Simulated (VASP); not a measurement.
# Ni (Fm-3m) in VASP: further runs

The runs below take Ni through single point, with PBE.

Everything below comes from runs of VASP 6.6.1. Logs are shortened: lines on timing, memory, paths and dates and some standing lists are left out, and cuts for length are marked.

**1. The cell of the first run**

The structure is cubic, space group Fm-3m (No. 225). The conventional cell has a = 3.534 Å, b = 3.534 Å, c = 3.534 Å, α = 90.00°, β = 90.00°, γ = 90.00°. Within 3.3 Å of Ni (site symmetry m-3m) lie 12 Ni at 2.50 Å.

**2. Single point, PBE, collinear spin, ferromagnetic start**

INCAR

```
PREC = Accurate
ENCUT = 520
EDIFF = 1E-7
ISMEAR = -1
SIGMA = 0.1
LREAL = F
LASPH = T
NELM = 150
ALGO = Normal
ISIF = 2
LWAVE = F
LCHARG = F
ISPIN = 2
MAGMOM = 0.48
LORBIT = 11
NUPDOWN = 0.48
LMAXMIX = 4
GGA = PE
NBANDS = 15
```

KPOINTS

```
Automatic mesh
0
Gamma
  12 12 12
```

POSCAR

```
Ni
1.0
    0.0000000000      1.7668500000      1.7668500000
    1.7668500000      0.0000000000      1.7668500000
    1.7668500000      1.7668500000      0.0000000000
Ni
1
Direct
    0.0000000000      0.0000000000      0.0000000000
```

Potentials or basis: VASP PAW PBE potentials, release 64 (Ni).

The run is started by

```
$ cat potpaw_PBE.64/Ni/POTCAR > POTCAR
$ mpirun -np 1 vasp_std > vasp.out
```

OUTCAR:

```text
PREC = Accurate
   ENCUT = 520
   EDIFF = 1E-7
   ISMEAR = -1
   LREAL = F
   LASPH = T
   NELM = 150
   ISIF = 2
   ISPIN = 2
   LORBIT = 11
   NUPDOWN = 0.48
   GGA = PE

 ion  position               nearest neighbor table
   1  0.000  0.000  0.000-

  LATTYP: Found a face centered cubic cell.
 ALAT       =     3.5337000000

  Lattice vectors:

 A1 = (   0.0000000000,   1.7668500000,   1.7668500000)
 A2 = (   1.7668500000,   0.0000000000,   1.7668500000)
 A3 = (   1.7668500000,   1.7668500000,   0.0000000000)

Analysis of symmetry for initial positions (statically):
=====================================================================
 Subroutine PRICEL returns:
 Original cell was already a primitive cell.

 Routine SETGRP: Setting up the symmetry group for a
 face centered cubic supercell.

 Subroutine GETGRP returns: Found 48 space group operations
 (whereof 48 operations were pure point group operations)
 out of a pool of 48 trial point group operations.

The static configuration has the point symmetry O_h .

Analysis of symmetry for dynamics (positions and initial velocities):
=====================================================================
 Subroutine PRICEL returns:
 Original cell was already a primitive cell.

 Routine SETGRP: Setting up the symmetry group for a
 face centered cubic supercell.

 Subroutine GETGRP returns: Found 48 space group operations
 (whereof 48 operations were pure point group operations)
 out of a pool of 48 trial point group operations.

The dynamic configuration has the point symmetry O_h .

Analysis of structural, dynamic, and magnetic symmetry:
=====================================================================
 Subroutine PRICEL returns:
 Original cell was already a primitive cell.

 Routine SETGRP: Setting up the symmetry group for a
 face centered cubic supercell.

 Subroutine GETGRP returns: Found 48 space group operations
 (whereof 48 operations were pure point group operations)
 out of a pool of 48 trial point group operations.

The overall configuration has the point symmetry O_h .

 Subroutine INISYM returns: Found 48 space group operations
 (whereof 48 operations are pure point group operations),
 and found     1 'primitive' translations

----------------------------------------------------------------------------------------

                                     Primitive cell

  volume of cell :      11.0314

  direct lattice vectors                    reciprocal lattice vectors
     0.000000000  1.766850000  1.766850000    -0.282989501  0.282989501  0.282989501
     1.766850000  0.000000000  1.766850000     0.282989501 -0.282989501  0.282989501
     1.766850000  1.766850000  0.000000000     0.282989501  0.282989501 -0.282989501

  length of vectors
     2.498703233  2.498703233  2.498703233     0.490152194  0.490152194  0.490152194

  position of ions in fractional coordinates (direct lattice)
     0.000000000  0.000000000  0.000000000

  ion indices of the primitive-cell ions
   primitive index   ion index
                 1           1

----------------------------------------------------------------------------------------

 KPOINTS: Automatic mesh

Automatic generation of k-mesh.
 Grid dimensions read from file:
 generate k-points for:   12   12   12

 Generating k-lattice:

  Cartesian coordinates                     Fractional coordinates (reciprocal lattice)
    -0.023582458  0.023582458  0.023582458     0.083333333  0.000000000  0.000000000
     0.023582458 -0.023582458  0.023582458     0.000000000  0.083333333  0.000000000
     0.023582458  0.023582458 -0.023582458     0.000000000  0.000000000  0.083333333

  Length of vectors
     0.040846016  0.040846016  0.040846016

  Shift w.r.t. Gamma in fractional coordinates (k-lattice)
     0.000000000  0.000000000  0.000000000

 Subroutine IBZKPT returns following result:
 ===========================================

 Found     72 irreducible k-points:

 Following reciprocal coordinates:
            Coordinates               Weight
  0.000000  0.000000  0.000000      1.000000
  0.083333  0.000000  0.000000      8.000000
  0.166667  0.000000  0.000000      8.000000
  0.250000  0.000000  0.000000      8.000000
  0.333333  0.000000  0.000000      8.000000
  0.416667  0.000000  0.000000      8.000000
[... 16 lines left out ...]
  0.500000  0.166667  0.000000     24.000000
 -0.416667  0.166667  0.000000     24.000000
 [... further k-points ...]
   k-points           NKPTS =     72   k-points in BZ     NKDIM =     72   number of bands    NBANDS=     15
   number of dos      NEDOS =    301   number of ions     NIONS =      1
   total plane-waves  NPLWV =   8000
   dimension x,y,z NGX =    20 NGY =   20 NGZ =   20
   dimension x,y,z NGXF=    40 NGYF=   40 NGZF=   40
   ions per type =               1
   NGX,Y,Z   is equivalent  to a cutoff of  13.31, 13.31, 13.31 a.u.
   NGXF,Y,Z  is equivalent  to a cutoff of  26.61, 26.61, 26.61 a.u.
 SYSTEM =  unknown system
   PREC   = accura    normal or accurate (medium, high low for compatibility)
   ISTART =      0    job   : 0-new  1-cont  2-samecut
   ICHARG =      2    charge: 1-file 2-atom 10-const
   ISPIN  =      2    spin polarized calculation?
   LNONCOLLINEAR =      F non collinear calculations
   LSORBIT =      F    spin-orbit coupling
   LASPH  =      T    aspherical Exc in radial PAW
   ENCUT  =  520.0 eV  38.22 Ry    6.18 a.u.   4.65  4.65  4.65*2*pi/ulx,y,z
   NELM   =    150;   NELMIN=  2; NELMDL= -5     # of ELM steps
   EDIFF  = 0.1E-06   stopping-criterion for ELM
   LREAL  =      F    real-space projection
   EDIFFG = 0.1E-05   stopping-criterion for IOM
   NSW    =      0    number of steps for IOM
   IBRION =     -1    ionic relax: 0-MD 1-quasi-New 2-CG
   NFREE  =      0    steps in history (QN), initial steepest desc. (CG)
   ISIF   =      2    stress and relaxation
   ISYM   =      2    0-nonsym 1-usesym 2-fastsym
   POTIM  = 0.5000    time-step for ionic-motion
   TEBEG  =    0.0;   TEEND  =   0.0 temperature during run
   PSTRESS=    0.0 pullay stress
   NELECT =      10.0000    total number of electrons
   NUPDOWN=       0.4800    fix difference up-down
   EMIN   =  10.00;   EMAX   =-10.00  energy-range for DOS
   EFERMI =   0.00;   METHOD = LEGACY
   ISMEAR =    -1;   SIGMA  =   0.10  broadening in eV -4-tet -1-fermi 0-gaus
   EFERMI_NEDOS =   21; number of points for ismear=-14 and -15
   IALGO  =     38    algorithm
   IMIX   =      4    mixing-type and parameters
     AMIX     =   0.40;   BMIX     =  1.00
     AMIX_MAG =   1.60;   BMIX_MAG =  1.00
  volume/ion in A,a.u.               =      11.03        74.44
  Fermi-wavevector in a.u.,A,eV,Ry     =   1.584401  2.994084 34.155073  2.510327
  Thomas-Fermi vector in A             =   2.684024
   LORBIT       =     11    0 simple, 1 ext, 2 COOP (PROOUT), +10 PAW based schemes
   GGA     = PE    functional components
   LHFCALC =     F    Hartree Fock is set to
   AEXX    =    0.0000 exact exchange contribution
   IVDW    =     0    specifies the selected vdW correction
   LEPSILON=     F    determine dielectric tensor
   LRPA    =     F    only Hartree local field effects (RPA)
 spin polarized calculation
  energy-cutoff  :      520.00
  volume of cell :       11.03
 maximum number of plane-waves:       310
   NGX =  9   NGY =  9   NGZ =  9

 number of electron      10.0000010 magnetization       0.4800001

 Free energy of the ion-electron system (eV)
  ---------------------------------------------------
  ext. energy  EPLUGINS =         0.00000000
  ---------------------------------------------------
  free energy    TOTEN  =        -5.49111914 eV

  energy without entropy =       -5.42855838  energy(sigma->0) =       -5.45983876

 E-fermi :   9.1519     XC(G=0): -13.1723

 val. band max:        9.1498189948   @ k =  -0.3333   0.3333   0.0833
 cond. band min:       9.1001908102   @ k =   0.4167   0.1667   0.0833
 fundamental gap:     -0.0496281846
 Fermi energy:         9.0224408169

 spin component 1

 k-point     1 :       0.0000    0.0000    0.0000
  band No.  band energies     occupation
      1       0.2719      1.00000
      2       6.8863      1.00000
      3       6.8863      1.00000
      4       6.8863      1.00000
      5       8.0216      0.99995
      6       8.0216      0.99995
      7      32.7808      0.00000
      8      36.5455      0.00000
      9      36.5455      0.00000
     10      36.5455      0.00000
     11      39.4589      0.00000
     12      39.4589      0.00000
     13      39.4589      0.00000
     14      42.4220      0.00000
     15      48.6036      0.00000
[... 397 lines left out ...]
 k-point    24 :      -0.4167    0.1667    0.0000
  band No.  band energies     occupation
      1       5.0344      1.00000
      2       6.4864      1.00000
      3       7.0644      1.00000
      4       7.2592      1.00000
      5       8.5473      0.99143
      6      11.3876      0.00000
      7      15.2959      0.00000
      8      25.7917      0.00000
      9      30.5122      0.00000
     10      31.7424      0.00000
     11      40.8288      0.00000
     12      41.3280      0.00000
     13      48.2039      0.00000
     14      50.8880      0.00000
     15      52.0954      0.00000

 [... further k-points ...]

 spin component 2

 k-point     1 :       0.0000    0.0000    0.0000
  band No.  band energies     occupation
      1       0.2285      1.00000
      2       7.4710      1.00000
      3       7.4710      1.00000
      4       7.4710      1.00000
      5       8.4767      0.99883
      6       8.4767      0.99883
      7      32.6311      0.00000
      8      36.5183      0.00000
      9      36.5183      0.00000
     10      36.5183      0.00000
     11      39.5215      0.00000
     12      39.5215      0.00000
     13      39.5215      0.00000
     14      42.3057      0.00000
     15      48.7430      0.00000
[... 397 lines left out ...]
 k-point    24 :      -0.4167    0.1667    0.0000
  band No.  band energies     occupation
      1       5.3885      1.00000
      2       6.8344      1.00000
      3       7.4814      1.00000
      4       7.7359      1.00000
      5       9.1437      0.52027
      6      11.6215      0.00000
      7      15.5606      0.00000
      8      25.8322      0.00000
      9      30.5560      0.00000
     10      31.7253      0.00000
     11      40.8441      0.00000
     12      41.2896      0.00000
     13      48.2597      0.00000
     14      50.9686      0.00000
     15      52.1450      0.00000

 [... further k-points ...]
[... 5 lines left out ...]
  --------------------------------------------------------------------------------------
  -------------------------------------------------------------------------------------
  Total       -0.1838833     -0.1838833     -0.1838833      0.0000000     -0.0000000      0.0000000
  in kB      -26.7069225    -26.7069225    -26.7069225      0.0000000     -0.0000000      0.0000000
  external PRESSURE =     -26.7069225 kB  Pullay stress =       0.0000000 kB

 VOLUME and BASIS-vectors are now :
 -----------------------------------------------------------------------------
  energy-cutoff  :      520.00
  volume of cell :       11.03
      direct lattice vectors                 reciprocal lattice vectors
     0.000000000  1.766850000  1.766850000    -0.282989501  0.282989501  0.282989501
     1.766850000  0.000000000  1.766850000     0.282989501 -0.282989501  0.282989501
     1.766850000  1.766850000  0.000000000     0.282989501  0.282989501 -0.282989501

 POSITION                                       TOTAL-FORCE (eV/Angst)
 -----------------------------------------------------------------------------------
      0.00000      0.00000      0.00000         0.000000      0.000000      0.000000
 -----------------------------------------------------------------------------------
    total drift:                                0.000000     -0.000000      0.000000

  FREE ENERGIE OF THE ION-ELECTRON SYSTEM (eV)
  ---------------------------------------------------
  free  energy   TOTEN  =        -5.4911191428 eV

  energy  without entropy=       -5.4285583850  energy(sigma->0) =       -5.45983876

 total charge

# of ion       s       p       d       tot
------------------------------------------
    1        0.489   0.483   8.315   9.287

 magnetization (x)

# of ion       s       p       d       tot
------------------------------------------
    1       -0.008  -0.023   0.524   0.493
```

Wall time 24 s (1 thread of Intel Xeon Platinum 8259CL at 2.50GHz (Skylake/Cascade Lake), shared host); peak memory 0.14 GiB.

Results:

```
Free energy                                           : -5.4911 eV
Pressure                                              : -2.7 GPa
Net moment                                            : 0.48 μB per cell
Site moments                                          : Ni +0.49 μB
Valence electrons inside the program's atomic spheres : Ni 9.29
```

Caveat: the total moment is fixed, so each spin has its own Fermi level.

**3. Single point, PBE, collinear spin, ferromagnetic start**

INCAR

```
SYSTEM = Ni
ALGO     = Normal         ! electronic algorithm
EDIFF    = 1E-6           ! SCF threshold, eV
ENCUT    = 520            ! plane-wave cutoff, eV
GGA      = PE             ! functional
ISIF     = 2              ! what is computed and relaxed
ISMEAR   = -1             ! smearing method
ISPIN    = 2              ! spin polarisation
LASPH    = .True.         ! aspherical terms in the spheres
LCHARG   = .False.        ! write CHGCAR
LMAXMIX  = 4              ! l up to which the mixer works
LORBIT   = 11             ! projections on sites
LREAL    = .False.        ! projectors in reciprocal space
LWAVE    = .False.        ! write WAVECAR
MAGMOM   = 0.97           ! initial moments
NBANDS   = 15             ! bands
NELM     = 150            ! most SCF steps
NUPDOWN  = 0.97           ! fixed moment
PREC     = Accurate       ! precision mode
SIGMA    = 0.1            ! smearing width, eV
```

KPOINTS

```
k-points
0
Gamma
  12 12 12
  0 0 0
```

POSCAR is that of step 2.

Potentials or basis: VASP PAW PBE potentials, release 64 (Ni).

The run is started by

```
$ cat potpaw_PBE.64/Ni/POTCAR > POTCAR
$ mpirun -np 1 vasp_std > vasp.out
```

Wall time 23 s (1 thread of Intel Xeon Platinum 8259CL at 2.50GHz (Skylake/Cascade Lake), shared host); peak memory 0.14 GiB.

Results (log left out):

```yaml
Free_energy: -5.4134 eV
Pressure: 0.7 GPa
Net_moment: 0.97 μB per cell
Site_moments: Ni +0.96 μB
Valence_electrons_inside_the_program's_atomic_spheres: Ni 9.27
```

Caveat: the total moment is fixed, so each spin has its own Fermi level.

**4. Single point, PBE, collinear spin, ferromagnetic start**

INCAR

```
ALGO = Normal
EDIFF = 1E-6
ENCUT = 520
GGA = PE
ISIF = 2
ISMEAR = -1
ISPIN = 2
LASPH = True
LCHARG = True
LELF = True
LMAXMIX = 4
LORBIT = 11
LREAL = False
LVHAR = True
LWAVE = False
MAGMOM = 1.45
NBANDS = 15
NELM = 150
NUPDOWN = 1.45
PREC = Accurate
SIGMA = 0.1
```

KPOINTS

```
k-points
0
Gamma
  12 12 12
```

POSCAR is that of step 3.

The run is started by

```
$ cat potpaw_PBE.64/Ni/POTCAR > POTCAR
$ mpirun -np 1 vasp_std > vasp.out
```

It took 23 s on 1 thread of Intel Xeon Platinum 8259CL at 2.50GHz (Skylake/Cascade Lake), shared host; peak memory 0.14 GiB.

The run converged. Its results:

```
Free energy                                           : -4.9554 eV
Pressure                                              : 8.3 GPa
Net moment                                            : 1.45 μB per cell
Site moments                                          : Ni +1.40 μB
Valence electrons inside the program's atomic spheres : Ni 9.25
```

Caveat: the total moment is fixed, so each spin has its own Fermi level.

**5. Single point, PBE, collinear spin, ferromagnetic start**

INCAR

```
SYSTEM = Ni
  PREC = Accurate
  ENCUT = 520
  EDIFF = 1E-6
  ISMEAR = -1
  SIGMA = 0.1
  LREAL = .False.
  LASPH = .True.
  NELM = 150
  ALGO = Normal
  ISIF = 2
  LWAVE = .False.
  LCHARG = .False.
  ISPIN = 2
  MAGMOM = 1.94
  LORBIT = 11
  NUPDOWN = 1.94
  LMAXMIX = 4
  GGA = PE
  NBANDS = 15
```

KPOINTS

```
regular mesh
0
Gamma
  12 12 12
  0 0 0
```

POSCAR is that of step 4.

The run is started by

```
$ cat potpaw_PBE.64/Ni/POTCAR > POTCAR
$ mpirun -np 1 vasp_std > vasp.out
```

Wall time 23 s (1 thread of Intel Xeon Platinum 8259CL at 2.50GHz (Skylake/Cascade Lake), shared host); peak memory 0.14 GiB.

Results (log left out):

| Property | Result |
| --- | --- |
| Free energy | -3.9351 eV |
| Pressure | 21.4 GPa |
| Net moment | 1.94 μB per cell |
| Site moments | Ni +1.82 μB |
| Valence electrons inside the program's atomic spheres | Ni 9.22 |

Caveat: the total moment is fixed, so each spin has its own Fermi level.

**6. Single point, PBE, collinear spin, ferromagnetic start**

INCAR

```
SYSTEM = Ni
ALGO = Normal
EDIFF = 1E-6
ENCUT = 520
GGA = PE
ISIF = 2
ISMEAR = -1
ISPIN = 2
LASPH = .True.
LCHARG = .True.
LELF = .True.
LMAXMIX = 4
LORBIT = 11
LREAL = .False.
LVHAR = .True.
LWAVE = .False.
MAGMOM = 0.24
NBANDS = 15
NELM = 150
NUPDOWN = 0.24
PREC = Accurate
SIGMA = 0.1
```

KPOINTS

```
k-points
0
Gamma
  12 12 12
  0 0 0
```

POSCAR is that of step 5.

Potentials or basis: VASP PAW PBE potentials, release 64 (Ni).

The run is started by

```
$ cat potpaw_PBE.64/Ni/POTCAR > POTCAR
$ mpirun -np 1 vasp_std > vasp.out
```

Wall time 22 s (1 thread of Intel Xeon Platinum 8259CL at 2.50GHz (Skylake/Cascade Lake), shared host); peak memory 0.14 GiB.

The run converged. Its results:

```
Free energy                                           : -5.4742 eV
Pressure                                              : -3.0 GPa
Net moment                                            : 0.24 μB per cell
Site moments                                          : Ni +0.25 μB
Valence electrons inside the program's atomic spheres : Ni 9.29
```

Caveat: the total moment is fixed, so each spin has its own Fermi level.

**7. The runs side by side**

| fixed moment (μB) | pressure (GPa) | moment (μB) |
| --- | --- | --- |
| 0.48 | -2.7 | 0.48 |
| 0.97 | 0.7 | 0.97 |
| 1.45 | 8.3 | 1.45 |
| 1.94 | 21.4 | 1.94 |
| 0.24 | -3.0 | 0.24 |

Alike in all rows: task single point; level PBE; potentials or basis VASP PAW PBE potentials, release 64 (Ni); spin collinear, ferromagnetic start; cell as given; k mesh 12 × 12 × 12; cutoff (eV) 520; smearing fermi-dirac 0.1 eV.

Caveats: the total moment is fixed, so each spin has its own Fermi level.

Total energies depend on the potentials used, so only differences within one code and one set of settings carry meaning.
